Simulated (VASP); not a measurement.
# I (Fmmm) in VASP: single point with PBEsol

Aim: the single point of I with PBEsol.

All numbers are computed with VASP 6.6.1; they aren't measurements. Logs are shortened: lines on timing, memory, paths and dates and some standing lists are left out, and cuts for length are marked.

## (1) The cell of the first run

Symmetry: Fmmm, No. 69, orthorhombic system. The conventional cell has a = 4.077 Å, b = 4.127 Å, c = 4.162 Å, α = 90.00°, β = 90.00°, γ = 90.00°. I (site symmetry mmm) has 12 I at 2.90 to 2.93 Å within 3.8 Å.

## (2) Single point, PBEsol

The input, INCAR:

```
  ALGO = Normal
  EDIFF = 1E-7
  ENCUT = 520
  GGA = PS
  ISIF = 2
  ISMEAR = 0
  LASPH = True
  LCHARG = False
  LREAL = False
  LWAVE = False
  NBANDS = 22
  NELM = 100
  PREC = Accurate
  SIGMA = 0.1
```

The input, KPOINTS:

```
k-points
0
Gamma
  14 14 6
```

The input, POSCAR:

```
I
1.0
    2.0634502412     -2.0384510680      0.0000000000
    2.0634502412      2.0384510680      0.0000000000
    0.0000000000      0.0000000000      8.3235515274
I
4
Direct
    0.7500000000      0.2500000000      0.1250000000
    0.7500000000      0.2500000000      0.6250000000
    0.2500000000      0.7500000000      0.8750000000
    0.2500000000      0.7500000000      0.3750000000
```

Potentials or basis: VASP PAW PBE potentials, release 64 (I).

Command:

```console
> cat potpaw_PBE.64/I/POTCAR > POTCAR
> mpirun -np 1 vasp_std > vasp.out
```

OUTCAR:

```text
EDIFF = 1E-7
   ENCUT = 520
   GGA = PS
   ISIF = 2
   ISMEAR = 0
   LASPH = True
   LREAL = False
   NELM = 100
   PREC = Accurate

 ion  position               nearest neighbor table
   1  0.750  0.250  0.125-   3 2.91   4 2.91   3 2.91   4 2.91   3 2.93   4 2.93   3 2.93   4 2.93

   2  0.750  0.250  0.625-   3 2.91   4 2.91   3 2.91   4 2.91   3 2.93   4 2.93   3 2.93   4 2.93

   3  0.250  0.750  0.875-   1 2.91   2 2.91   1 2.91   2 2.91   1 2.93   2 2.93   1 2.93   2 2.93

   4  0.250  0.750  0.375-   1 2.91   2 2.91   1 2.91   2 2.91   1 2.93   2 2.93   1 2.93   2 2.93

  LATTYP: Found a base centered orthorhombic cell.
 ALAT       =     4.0769021360
 B/A-ratio  =     1.0122638083
 C/A-ratio  =     2.0416363331

  Lattice vectors:

 A1 = (  -2.0634502412,  -2.0384510680,   0.0000000000)
 A2 = (   2.0634502412,  -2.0384510680,   0.0000000000)
 A3 = (   0.0000000000,   0.0000000000,   8.3235515274)

Analysis of symmetry for initial positions (statically):
=====================================================================
 Subroutine PRICEL returns following result:

  LATTYP: Found a face centered orthorhombic cell.
 ALAT       =     4.0769021360
 B/A-ratio  =     1.0122638083
 C/A-ratio  =     1.0208181666

  Lattice vectors:

 A1 = (   2.0634502412,   0.0000000000,   2.0808878818)
 A2 = (   0.0000000000,  -2.0384510680,   2.0808878818)
 A3 = (   2.0634502412,  -2.0384510680,  -0.0000000000)

   4 primitive cells build up your supercell.

 Routine SETGRP: Setting up the symmetry group for a
 base centered orthorhombic supercell.

 Subroutine GETGRP returns: Found  8 space group operations
 (whereof  4 operations were pure point group operations)
 out of a pool of  8 trial point group operations.

The static configuration has the point symmetry C_2h.
 The point group associated with its full space group is D_2h.

Analysis of symmetry for dynamics (positions and initial velocities):
=====================================================================
 Subroutine PRICEL returns following result:

  LATTYP: Found a face centered orthorhombic cell.
 ALAT       =     4.0769021360
 B/A-ratio  =     1.0122638083
 C/A-ratio  =     1.0208181666

  Lattice vectors:

 A1 = (   2.0634502412,   0.0000000000,   2.0808878818)
 A2 = (   0.0000000000,  -2.0384510680,   2.0808878818)
[... 107 lines left out ...]
   LASPH  =      T    aspherical Exc in radial PAW
   ENCUT  =  520.0 eV  38.22 Ry    6.18 a.u.   5.39  5.39 15.48*2*pi/ulx,y,z
   NELM   =    100;   NELMIN=  2; NELMDL= -5     # of ELM steps
   EDIFF  = 0.1E-06   stopping-criterion for ELM
   LREAL  =      F    real-space projection
   EDIFFG = 0.1E-05   stopping-criterion for IOM
   NSW    =      0    number of steps for IOM
   IBRION =     -1    ionic relax: 0-MD 1-quasi-New 2-CG
   NFREE  =      0    steps in history (QN), initial steepest desc. (CG)
   ISIF   =      2    stress and relaxation
   ISYM   =      2    0-nonsym 1-usesym 2-fastsym
   POTIM  = 0.5000    time-step for ionic-motion
   TEBEG  =    0.0;   TEEND  =   0.0 temperature during run
   PSTRESS=    0.0 pullay stress
   NELECT =      28.0000    total number of electrons
   NUPDOWN=      -1.0000    fix difference up-down
   EMIN   =  10.00;   EMAX   =-10.00  energy-range for DOS
   EFERMI =   0.00;   METHOD = LEGACY
   ISMEAR =     0;   SIGMA  =   0.10  broadening in eV -4-tet -1-fermi 0-gaus
   EFERMI_NEDOS =   21; number of points for ismear=-14 and -15
   IALGO  =     38    algorithm
   IMIX   =      4    mixing-type and parameters
     AMIX     =   0.40;   BMIX     =  1.00
     AMIX_MAG =   1.60;   BMIX_MAG =  1.00
  volume/ion in A,a.u.               =      17.51       118.13
  Fermi-wavevector in a.u.,A,eV,Ry     =   1.206100  2.279198 19.792073  1.454676
  Thomas-Fermi vector in A             =   2.341777
   LORBIT       =      0    0 simple, 1 ext, 2 COOP (PROOUT), +10 PAW based schemes
   GGA     = PS    functional components
   LHFCALC =     F    Hartree Fock is set to
   AEXX    =    0.0000 exact exchange contribution
   IVDW    =     0    specifies the selected vdW correction
   LEPSILON=     F    determine dielectric tensor
   LRPA    =     F    only Hartree local field effects (RPA)
 non-spin polarized calculation
 Gauss-broadening in eV      SIGMA  =   0.10
  energy-cutoff  :      520.00
  volume of cell :       70.02
 maximum number of plane-waves:      1909
 NGX is ok and might be reduce to    24
   NGX = 11   NGY = 11   NGZ = 31

 number of electron      28.0000001 magnetization

 Free energy of the ion-electron system (eV)
  ---------------------------------------------------
  ext. energy  EPLUGINS =         0.00000000
  ---------------------------------------------------
  free energy    TOTEN  =         3.47590895 eV

  energy without entropy =        3.48576955  energy(sigma->0) =        3.48083925

 E-fermi :  16.5895     XC(G=0): -12.5612

 val. band max:       16.5885254615   @ k =   0.2857   0.0000   0.0000
 cond. band min:      16.5914744453   @ k =   0.2857   0.1429   0.3333
 fundamental gap:      0.0029489838
 Fermi energy:        16.5895242570

 k-point     1 :       0.0000    0.0000    0.0000
  band No.  band energies     occupation
      1      -4.1885      2.00000
      2      -1.9944      2.00000
      3      -1.9944      2.00000
      4       3.2975      2.00000
      5       6.0553      2.00000
      6      13.3607      2.00000
[... 589 lines left out ...]
     21      23.2957      0.00000
     22      25.7575      0.00000

 [... further k-points ...]

------------------------ aborting loop because EDIFF is reached ----------------------------------------

  FORCE on cell =-STRESS in cart. coord.  units (eV):
  Direction    XX          YY          ZZ          XY          YZ          ZX
  --------------------------------------------------------------------------------------
  -------------------------------------------------------------------------------------
  Total       39.4205415     39.4344748     39.3915138      0.0000000      0.0000000      0.0000000
  in kB      901.9868551    902.3056654    901.3226684      0.0000000      0.0000000      0.0000000
  external PRESSURE =     901.8717296 kB  Pullay stress =       0.0000000 kB

 VOLUME and BASIS-vectors are now :
 -----------------------------------------------------------------------------
  energy-cutoff  :      520.00
  volume of cell :       70.02
      direct lattice vectors                 reciprocal lattice vectors
     2.063450241 -2.038451068  0.000000000     0.242312603 -0.245284279  0.000000000
     2.063450241  2.038451068  0.000000000     0.242312603  0.245284279  0.000000000
     0.000000000  0.000000000  8.323551527     0.000000000  0.000000000  0.120141024

 POSITION                                       TOTAL-FORCE (eV/Angst)
 -----------------------------------------------------------------------------------
      2.06345     -1.01923      1.04044        -0.000000     -0.000000      0.000000
      2.06345     -1.01923      5.20222         0.000000      0.000000      0.000000
      2.06345      1.01923      7.28311         0.000000      0.000000     -0.000000
      2.06345      1.01923      3.12133        -0.000000     -0.000000      0.000000
 -----------------------------------------------------------------------------------
    total drift:                                0.000000     -0.000000      0.000000

  FREE ENERGIE OF THE ION-ELECTRON SYSTEM (eV)
  ---------------------------------------------------
  free  energy   TOTEN  =         3.4759089530 eV

  energy  without entropy=        3.4857695530  energy(sigma->0) =        3.48083925
```

stdout:

```text
POSCAR found type information on POSCAR I
 POSCAR found :  1 types and       4 ions
 scaLAPACK will be used
 -----------------------------------------------------------------------------
|                                                                             |
|                                                                             |
|     You enforced a specific xc type in the INCAR file but a different       |
|     I HOPE YOU KNOW WHAT YOU ARE DOING!                                     |
|                                                                             |
 -----------------------------------------------------------------------------

 LDA part: xc-table for (Slater+PW92), standard interpolation
 POSCAR, INCAR and KPOINTS ok, starting setup
 FFT: planning ... GRIDC
 FFT: planning ... GRID_SOFT
 FFT: planning ... GRID
 WAVECAR not read
 entering main loop
```

It took 90 s on 1 thread of Intel Xeon 6975P-C (Granite Rapids), shared host; peak memory 0.37 GiB.

What came out:

```
Free energy            : 3.4759 eV
Pressure               : 90.2 GPa
Band gap on the k mesh : zero (bands 14 and 15 overlap by 7.40 eV)
```

Stress tensor (GPa, compression positive):
```
90.20  0.00  0.00
 0.00 90.23  0.00
 0.00  0.00 90.13
```

Levels at points of the mesh, in eV from the Fermi level:
```csv
k point,band 10,band 11,band 12,band 13,band 14,band 15,band 16,band 17,band 18,band 19
"(0.00, 0.00, 0.00)",-0.90,-0.90,-0.79,-0.79,2.19,2.21,3.55,3.59,3.60,3.90
"(0.50, 0.00, 0.00)",-5.81,0.96,0.96,0.98,0.98,1.35,1.35,5.80,5.80,7.57
"(0.50, 0.50, 0.00)",-8.02,-5.73,-5.73,-3.56,-3.46,-3.42,-3.19,1.79,1.97,2.02
"(0.00, 0.00, 0.50)",-2.50,1.67,1.67,1.75,1.75,1.78,1.78,2.63,2.63,2.82
"(0.50, 0.00, 0.50)",-1.99,-1.99,-1.99,1.14,1.14,1.14,1.14,6.32,6.32,6.32
"(0.50, 0.50, 0.50)",-5.55,-5.41,-5.41,-4.84,-4.84,-4.65,-4.65,4.51,4.51,4.76
```

Caveat: the cell stands under pressure; the PAW data sets were made with another functional, which shifts forces and pressure a little; spin-orbit coupling is left out, which moves the levels of the heavy elements.
